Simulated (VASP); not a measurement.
# MgO in VASP: further runs

The runs below take MgO through single point, with PBEsol.

Program: VASP 6.6.1. These are calculated values, not measurements. Logs are shortened: lines on timing, memory, paths and dates and some standing lists are left out, and cuts for length are marked.

**1. The cell of the first run**

Symmetry: P6_3mc, No. 186, hexagonal system. Conventional cell: a = 3.158 Å, b = 3.158 Å, c = 5.056 Å, α = 90.00°, β = 90.00°, γ = 120.00°. Within 2.5 Å of Mg (site symmetry 3m) lie 4 O at 1.88 to 2.08 Å. O (site symmetry 3m) has 4 Mg at 1.88 to 2.08 Å within 2.5 Å.

**2. Single point, PBEsol (strained)**

File INCAR:

```
ALGO = Normal
EDIFF = 1E-6
ENCUT = 520
GGA = PS
ISIF = 2
ISMEAR = 0
LASPH = T
LCHARG = T
LELF = T
LREAL = F
LVHAR = T
LWAVE = F
NBANDS = 16
NELM = 100
PREC = Accurate
SIGMA = 0.02
```

File KPOINTS:

```
k-points
0
Gamma
  9 9 6
```

File POSCAR:

```
MgO
1.0
    3.1575473016      0.0000000000      0.0000000000
   -1.5787736508      2.7345161768      0.0000000000
    0.0000000000      0.0000000000      5.0555320847
Mg O
2 2
Direct
    0.3333333300      0.6666666700     -0.0038608726
    0.6666666700      0.3333333300      0.4961391274
    0.3333333300      0.6666666700      0.4084608726
    0.6666666700      0.3333333300      0.9084608726
```

Potentials or basis: VASP PAW PBE potentials, release 64 (Mg, O).

On the command line:

```bash
$ cat potpaw_PBE.64/Mg/POTCAR potpaw_PBE.64/O/POTCAR > POTCAR
$ mpirun -np 1 vasp_std > vasp.out
```

OUTCAR:

```text
EDIFF = 1E-6
   ENCUT = 520
   GGA = PS
   ISIF = 2
   ISMEAR = 0
   LASPH = T
   LREAL = F
   NELM = 100
   PREC = Accurate

 ion  position               nearest neighbor table
   1  0.333  0.667  0.996-   4 1.88   4 1.88   4 1.88   3 2.08   2 3.12   2 3.12   2 3.12   2 3.12
                             2 3.12   2 3.12
   2  0.667  0.333  0.496-   3 1.88   3 1.88   3 1.88   4 2.08   1 3.12   1 3.12   1 3.12   1 3.12
                             1 3.12   1 3.12
   3  0.333  0.667  0.408-   2 1.88   2 1.88   2 1.88   1 2.08
   4  0.667  0.333  0.908-   1 1.88   1 1.88   1 1.88   2 2.08

  LATTYP: Found a hexagonal cell.
 ALAT       =     3.1575473016
 C/A-ratio  =     1.6010946478

  Lattice vectors:

 A1 = (   3.1575473016,   0.0000000000,   0.0000000000)
 A2 = (  -1.5787736508,   2.7345161768,   0.0000000000)
 A3 = (   0.0000000000,   0.0000000000,   5.0555320847)

Analysis of symmetry for initial positions (statically):
=====================================================================
 Subroutine PRICEL returns:
 Original cell was already a primitive cell.

 Routine SETGRP: Setting up the symmetry group for a
 hexagonal supercell.

 Subroutine GETGRP returns: Found 12 space group operations
 (whereof  6 operations were pure point group operations)
 out of a pool of 24 trial point group operations.

The static configuration has the point symmetry C_3v.
 The point group associated with its full space group is C_6v.

Analysis of symmetry for dynamics (positions and initial velocities):
=====================================================================
 Subroutine PRICEL returns:
 Original cell was already a primitive cell.

 Routine SETGRP: Setting up the symmetry group for a
 hexagonal supercell.

 Subroutine GETGRP returns: Found 12 space group operations
 (whereof  6 operations were pure point group operations)
 out of a pool of 24 trial point group operations.

The dynamic configuration has the point symmetry C_3v.
 The point group associated with its full space group is C_6v.

 Subroutine INISYM returns: Found 12 space group operations
 (whereof  6 operations are pure point group operations),
 and found     1 'primitive' translations

----------------------------------------------------------------------------------------

                                     Primitive cell

  volume of cell :      43.6513

  direct lattice vectors                    reciprocal lattice vectors
     3.157547302  0.000000000  0.000000000     0.316701511  0.182847702  0.000000000
    -1.578773651  2.734516177  0.000000000     0.000000000  0.365695405  0.000000000
     0.000000000  0.000000000  5.055532085     0.000000000  0.000000000  0.197803116

  length of vectors
     3.157547302  3.157547302  5.055532085     0.365695405  0.365695405  0.197803116

  position of ions in fractional coordinates (direct lattice)
     0.333333330  0.666666670  0.996139127
     0.666666670  0.333333330  0.496139127
     0.333333330  0.666666670  0.408460873
     0.666666670  0.333333330  0.908460873

  ion indices of the primitive-cell ions
   primitive index   ion index
                 1           1
                 2           2
                 3           3
                 4           4

----------------------------------------------------------------------------------------

 KPOINTS: k-points

Automatic generation of k-mesh.
 Grid dimensions read from file:
 generate k-points for:    9    9    6

 Generating k-lattice:

  Cartesian coordinates                     Fractional coordinates (reciprocal lattice)
     0.035189057  0.020316411  0.000000000     0.111111111  0.000000000  0.000000000
     0.000000000  0.040632823  0.000000000     0.000000000  0.111111111  0.000000000
     0.000000000  0.000000000  0.032967186     0.000000000  0.000000000  0.166666667

  Length of vectors
     0.040632823  0.040632823  0.032967186

  Shift w.r.t. Gamma in fractional coordinates (k-lattice)
     0.000000000  0.000000000  0.000000000

 Subroutine IBZKPT returns following result:
 ===========================================

 Found     48 irreducible k-points:

 Following reciprocal coordinates:
            Coordinates               Weight
  0.000000  0.000000  0.000000      1.000000
  0.111111  0.000000  0.000000      6.000000
  0.222222  0.000000  0.000000      6.000000
  0.333333  0.000000  0.000000      6.000000
  0.444444  0.000000  0.000000      6.000000
  0.111111  0.111111  0.000000      6.000000
[... 16 lines left out ...]
  0.333333  0.222222  0.166667     24.000000
  0.333333  0.333333  0.166667      4.000000
 [... further k-points ...]
   k-points           NKPTS =     48   k-points in BZ     NKDIM =     48   number of bands    NBANDS=     16
   number of dos      NEDOS =    301   number of ions     NIONS =      4
   total plane-waves  NPLWV =  23040
   dimension x,y,z NGX =    24 NGY =   24 NGZ =   40
   dimension x,y,z NGXF=    48 NGYF=   48 NGZF=   80
   ions per type =               2   2
   NGX,Y,Z   is equivalent  to a cutoff of  12.64, 12.64, 13.15 a.u.
   NGXF,Y,Z  is equivalent  to a cutoff of  25.27, 25.27, 26.31 a.u.
 SYSTEM =  unknown system
   PREC   = accura    normal or accurate (medium, high low for compatibility)
   ISTART =      0    job   : 0-new  1-cont  2-samecut
   ICHARG =      2    charge: 1-file 2-atom 10-const
   ISPIN  =      1    spin polarized calculation?
   LNONCOLLINEAR =      F non collinear calculations
   LSORBIT =      F    spin-orbit coupling
   LASPH  =      T    aspherical Exc in radial PAW
   ENCUT  =  520.0 eV  38.22 Ry    6.18 a.u.   5.87  5.87  9.40*2*pi/ulx,y,z
   NELM   =    100;   NELMIN=  2; NELMDL= -5     # of ELM steps
   EDIFF  = 0.1E-05   stopping-criterion for ELM
   LREAL  =      F    real-space projection
   EDIFFG = 0.1E-04   stopping-criterion for IOM
   NSW    =      0    number of steps for IOM
   IBRION =     -1    ionic relax: 0-MD 1-quasi-New 2-CG
   NFREE  =      0    steps in history (QN), initial steepest desc. (CG)
   ISIF   =      2    stress and relaxation
   ISYM   =      2    0-nonsym 1-usesym 2-fastsym
   POTIM  = 0.5000    time-step for ionic-motion
   TEBEG  =    0.0;   TEEND  =   0.0 temperature during run
   PSTRESS=    0.0 pullay stress
   NELECT =      16.0000    total number of electrons
   NUPDOWN=      -1.0000    fix difference up-down
   EMIN   =  10.00;   EMAX   =-10.00  energy-range for DOS
   EFERMI =   0.00;   METHOD = LEGACY
   ISMEAR =     0;   SIGMA  =   0.02  broadening in eV -4-tet -1-fermi 0-gaus
   EFERMI_NEDOS =   21; number of points for ismear=-14 and -15
   IALGO  =     38    algorithm
   IMIX   =      4    mixing-type and parameters
     AMIX     =   0.40;   BMIX     =  1.00
     AMIX_MAG =   1.60;   BMIX_MAG =  1.00
  volume/ion in A,a.u.               =      10.91        73.64
  Fermi-wavevector in a.u.,A,eV,Ry     =   1.171608  2.214019 18.676253  1.372666
  Thomas-Fermi vector in A             =   2.308049
   LORBIT       =      0    0 simple, 1 ext, 2 COOP (PROOUT), +10 PAW based schemes
   GGA     = PS    functional components
   LHFCALC =     F    Hartree Fock is set to
   AEXX    =    0.0000 exact exchange contribution
   IVDW    =     0    specifies the selected vdW correction
   LEPSILON=     F    determine dielectric tensor
   LRPA    =     F    only Hartree local field effects (RPA)
 non-spin polarized calculation
 Gauss-broadening in eV      SIGMA  =   0.02
  energy-cutoff  :      520.00
  volume of cell :       43.65
 maximum number of plane-waves:      1194
 NGX is ok and might be reduce to    24
   NGX = 11   NGY = 11   NGZ = 19

 number of electron      15.9999990 magnetization

 Free energy of the ion-electron system (eV)
  ---------------------------------------------------
  ext. energy  EPLUGINS =         0.00000000
  ---------------------------------------------------
  free energy    TOTEN  =       -24.22301290 eV

  energy without entropy =      -24.22301290  energy(sigma->0) =      -24.22301290

 E-fermi :   1.5481     XC(G=0): -10.3243

 val. band max:        1.4384533191   @ k =   0.0000   0.0000   0.0000
 cond. band min:       5.2367635908   @ k =   0.0000   0.0000   0.0000
 fundamental gap:      3.7983102717
 Fermi energy:         1.5480528500

 k-point     1 :       0.0000    0.0000    0.0000
  band No.  band energies     occupation
      1     -14.9998      2.00000
      2     -14.1460      2.00000
      3      -2.2085      2.00000
      4       0.7008      2.00000
      5       0.7008      2.00000
      6       0.9761      2.00000
[... 8 lines left out ...]
     15      19.0500      0.00000
     16      19.0500      0.00000

 k-point     2 :       0.1111    0.0000    0.0000
  band No.  band energies     occupation
      1     -14.9218      2.00000
      2     -14.1108      2.00000
      3      -2.0697      2.00000
      4       0.3496      2.00000
      5       0.5840      2.00000
      6       0.6201      2.00000
[... 8 lines left out ...]
     15      18.3794      0.00000
     16      18.7437      0.00000

 k-point     3 :       0.2222    0.0000    0.0000
  band No.  band energies     occupation
      1     -14.7126      2.00000
      2     -14.0264      2.00000
      3      -1.6770      2.00000
      4      -0.5480      2.00000
      5      -0.0417      2.00000
      6       0.4522      2.00000
[... 8 lines left out ...]
     15      17.1765      0.00000
     16      17.9118      0.00000

 k-point     4 :       0.3333    0.0000    0.0000
  band No.  band energies     occupation
      1     -14.4431      2.00000
      2     -13.9485      2.00000
      3      -1.3989      2.00000
      4      -1.1010      2.00000
      5      -0.6156      2.00000
      6       0.2906      2.00000
[... 8 lines left out ...]
     15      16.4099      0.00000
     16      18.2157      0.00000
[... 324 lines left out ...]
 k-point    22 :       0.2222    0.2222    0.1667
  band No.  band energies     occupation
      1     -14.2855      2.00000
      2     -13.9502      2.00000
      3      -1.4124      2.00000
      4      -1.2138      2.00000
      5      -0.2444      2.00000
      6      -0.0507      2.00000
[... 8 lines left out ...]
     15      15.8816      0.00000
     16      19.0803      0.00000

 k-point    23 :       0.3333    0.2222    0.1667
  band No.  band energies     occupation
      1     -14.1082      2.00000
      2     -13.9447      2.00000
      3      -1.6222      2.00000
      4      -1.0299      2.00000
      5      -0.5136      2.00000
      6       0.0488      2.00000
[... 8 lines left out ...]
     15      15.5110      0.00000
     16      19.1762      0.00000

 k-point    24 :       0.3333    0.3333    0.1667
  band No.  band energies     occupation
      1     -13.9951      2.00000
      2     -13.9951      2.00000
      3      -1.4562      2.00000
      4      -0.8412      2.00000
      5      -0.8412      2.00000
      6      -0.2312      2.00000
[... 8 lines left out ...]
     15      15.1448      0.00000
     16      20.3652      0.00000

 [... further k-points ...]
[... 5 lines left out ...]
  --------------------------------------------------------------------------------------
  -------------------------------------------------------------------------------------
  Total        6.0174463      6.0174463     -0.3833939     -0.0000000      0.0000000      0.0000000
  in kB      220.8643254    220.8643254    -14.0720874     -0.0000000      0.0000000      0.0000000
  external PRESSURE =     142.5521878 kB  Pullay stress =       0.0000000 kB

 VOLUME and BASIS-vectors are now :
 -----------------------------------------------------------------------------
  energy-cutoff  :      520.00
  volume of cell :       43.65
      direct lattice vectors                 reciprocal lattice vectors
     3.157547302  0.000000000  0.000000000     0.316701511  0.182847702  0.000000000
    -1.578773651  2.734516177  0.000000000     0.000000000  0.365695405  0.000000000
     0.000000000  0.000000000  5.055532085     0.000000000  0.000000000  0.197803116

 POSITION                                       TOTAL-FORCE (eV/Angst)
 -----------------------------------------------------------------------------------
     -0.00000      1.82301      5.03601        -0.000000     -0.000000      0.934239
      1.57877      0.91151      2.50825         0.000000     -0.000000      0.934239
     -0.00000      1.82301      2.06499         0.000000      0.000000     -0.934239
      1.57877      0.91151      4.59275        -0.000000     -0.000000     -0.934239
 -----------------------------------------------------------------------------------
    total drift:                               -0.000016      0.000009      0.000134

  FREE ENERGIE OF THE ION-ELECTRON SYSTEM (eV)
  ---------------------------------------------------
  free  energy   TOTEN  =       -24.2230129020 eV

  energy  without entropy=      -24.2230129020  energy(sigma->0) =      -24.22301290
```

It took 11 s on 1 thread of Intel Xeon 6975P-C (Granite Rapids), shared host; peak memory 0.17 GiB.

Results:

- Free energy: -24.2230 eV
- Pressure: 14.3 GPa
- Largest force: 0.934 eV/Å
- Band gap on the k mesh: 3.80 eV, direct

Forces on the atoms (eV/Å):
```
Mg   0.000  0.000  0.934
Mg   0.000  0.000  0.934
O    0.000  0.000 -0.934
O    0.000  0.000 -0.934
```

Caveat: the cell differs from its parent crystal (strained); the PAW data sets were made with another functional, which shifts forces and pressure a little.

**3. Single point, PBEsol (strained)**

File INCAR:

```
PREC = Accurate
ENCUT = 520
EDIFF = 1E-7
ISMEAR = 0
SIGMA = 0.02
LREAL = F
LASPH = T
NELM = 60
ALGO = Normal
ISIF = 2
LWAVE = F
LCHARG = F
GGA = PS
NBANDS = 16
```

File KPOINTS:

```
regular mesh
0
Gamma
  9 9 6
```

File POSCAR:

```
MgO
1.0
    3.4334167362      0.0000000000      0.0000000000
   -1.7167083682      2.9734261154      0.0000000000
    0.0000000000      0.0000000000      4.8731586156
Mg O
2 2
Direct
    0.3333333300      0.6666666700      0.0222284486
    0.6666666700      0.3333333300      0.5222284486
    0.3333333300      0.6666666700      0.3823715514
    0.6666666700      0.3333333300      0.8823715514
```

Potentials or basis: VASP PAW PBE potentials, release 64 (Mg, O).

On the command line:

```bash
$ cat potpaw_PBE.64/Mg/POTCAR potpaw_PBE.64/O/POTCAR > POTCAR
$ mpirun -np 1 vasp_std > vasp.out
```

Run time: 15 s. Hardware: 1 thread of Intel Xeon 6975P-C (Granite Rapids), shared host; peak memory 0.18 GiB.

The run converged. Its results:

* Free energy: -23.7463 eV
* Pressure: 2.3 GPa
* Largest force: 3.514 eV/Å
* Band gap on the k mesh: 3.23 eV, direct

Forces in eV/Å, atoms in the order of the input:
```
Mg   0.000  0.000 -3.514
Mg   0.000  0.000 -3.514
O    0.000  0.000  3.514
O    0.000  0.000  3.514
```

Stress tensor (GPa, compression positive):
```
-12.38   0.00   0.00
  0.00 -12.38   0.00
  0.00   0.00  31.77
```

Levels at points of the mesh, in eV from the valence-band top:
| k point | band 6 | band 7 | band 8 | band 9 | band 10 | band 11 |
| --- | --- | --- | --- | --- | --- | --- |
| (0.00, 0.00, 0.00) | -0.22 | -0.22 | 0.00 | 3.23 | 7.83 | 10.19 |
| (0.00, 0.00, 0.50) | -0.41 | -0.41 | -0.41 | 5.57 | 5.57 | 13.26 |

Caveat: the cell differs from its parent crystal (strained); the PAW data sets were made with another functional, which shifts forces and pressure a little.

**4. Single point, PBEsol (strained)**

File INCAR:

```
ALGO     = Normal         # electronic algorithm
EDIFF    = 1E-7           # SCF threshold, eV
ENCUT    = 520            # plane-wave cutoff, eV
GGA      = PS             # functional
ISIF     = 2              # what is computed and relaxed
ISMEAR   = 0              # smearing method
LASPH    = True           # aspherical terms in the spheres
LCHARG   = False          # write CHGCAR
LREAL    = False          # projectors in reciprocal space
LWAVE    = False          # write WAVECAR
NBANDS   = 16             # bands
NELM     = 80             # most SCF steps
PREC     = Accurate       # precision mode
SIGMA    = 0.02           # smearing width, eV
```

File KPOINTS:

```
k-points
0
Gamma
  9 9 6
```

File POSCAR:

```
MgO
1.0
    3.3630931849      0.0000000000      0.0000000000
   -1.6815465925      2.9125241334      0.0000000000
    0.0000000000      0.0000000000      5.3651683517
Mg O
2 2
Direct
    0.3333333300      0.6666666700      0.0142009651
    0.6666666700      0.3333333300      0.5142009651
    0.3333333300      0.6666666700      0.3903990349
    0.6666666700      0.3333333300      0.8903990349
```

On the command line:

```bash
$ cat potpaw_PBE.64/Mg/POTCAR potpaw_PBE.64/O/POTCAR > POTCAR
$ mpirun -np 1 vasp_std > vasp.out
```

It took 15 s on 1 thread of Intel Xeon 6975P-C (Granite Rapids), shared host; peak memory 0.19 GiB.

It converged, with:

* Free energy: -24.3671 eV
* Pressure: -9.8 GPa
* Largest force: 0.237 eV/Å
* Band gap on the k mesh: 3.05 eV, direct

Forces in eV/Å, atoms in the order of the input:
```
Mg   0.000  0.000 -0.237
Mg   0.000  0.000 -0.237
O    0.000  0.000  0.237
O    0.000  0.000  0.237
```

Stress tensor (GPa, compression positive):
```
-10.00   0.00   0.00
  0.00 -10.00   0.00
  0.00   0.00  -9.46
```

Levels at points of the mesh, in eV from the valence-band top:
```csv
k point,band 4,band 5,band 6,band 7,band 8,band 9,band 10,band 11,band 12,band 13
"(0.00, 0.00, 0.00)",-0.29,-0.29,-0.06,-0.06,0.00,3.05,7.82,9.25,13.90,13.90
"(0.00, 0.00, 0.50)",-1.78,-0.18,-0.18,-0.18,-0.18,5.36,5.36,12.06,12.06,14.33
```

Caveat: the cell differs from its parent crystal (strained); the PAW data sets were made with another functional, which shifts forces and pressure a little. A k mesh can miss the band edges.

**5. Single point, PBEsol (strained and its atoms moved)**

File INCAR:

```
  PREC = Accurate
  ENCUT = 520
  EDIFF = 1E-6
  ISMEAR = 0
  SIGMA = 0.02
  LREAL = F
  LASPH = T
  NELM = 80
  ALGO = Normal
  ISIF = 2
  LWAVE = F
  LCHARG = T
  GGA = PS
  LELF = T
  LVHAR = T
  NBANDS = 16
```

File KPOINTS:

```
Automatic mesh
0
Gamma
  9 9 6
```

File POSCAR:

```
MgO
1.0
    3.2297232136      0.0000000000      0.0000000000
   -1.6148616069      2.7970223502      0.0000000000
    0.0000000000      0.0000000000      5.1642585628
Mg O
2 2
Direct
    0.3333333300      0.6666666700     -0.0037412860
    0.6666666700      0.3333333300      0.4973054048
    0.3333333300      0.6666666700      0.4116104020
    0.6666666700      0.3333333300      0.9040254792
```

On the command line:

```bash
$ cat potpaw_PBE.64/Mg/POTCAR potpaw_PBE.64/O/POTCAR > POTCAR
$ mpirun -np 1 vasp_std > vasp.out
```

Run time: 12 s. Hardware: 1 thread of Intel Xeon 6975P-C (Granite Rapids), shared host; peak memory 0.18 GiB.

The run converged. Its results:

| Quantity | Value |
| --- | --- |
| Free energy | -24.4007 eV |
| Pressure | 3.7 GPa |
| Largest force | 0.958 eV/Å |
| Band gap on the k mesh | 3.42 eV, direct |

Forces in eV/Å, atoms in the order of the input:
```
Mg   0.000  0.000  0.689
Mg   0.000  0.000  0.773
O    0.000  0.000 -0.958
O    0.000  0.000 -0.505
```

Stress tensor (GPa, compression positive):
```
 9.02  0.00  0.00
 0.00  9.02  0.00
 0.00  0.00 -6.83
```

Levels at points of the mesh, in eV from the valence-band top:
```
           k point  band 5  band 6  band 7  band 8  band 9  band 10  band 11  band 12
(0.00, 0.00, 0.00)   -0.71   -0.44   -0.44    0.00    3.42     8.71     9.99    14.67
(0.00, 0.00, 0.50)   -0.59   -0.59   -0.56   -0.56    5.92     6.06    12.71    12.95
```

Caveat: the cell differs from its parent crystal (strained and its atoms moved); the PAW data sets were made with another functional, which shifts forces and pressure a little. A k mesh can miss the band edges.

[end of part 1 of 2]
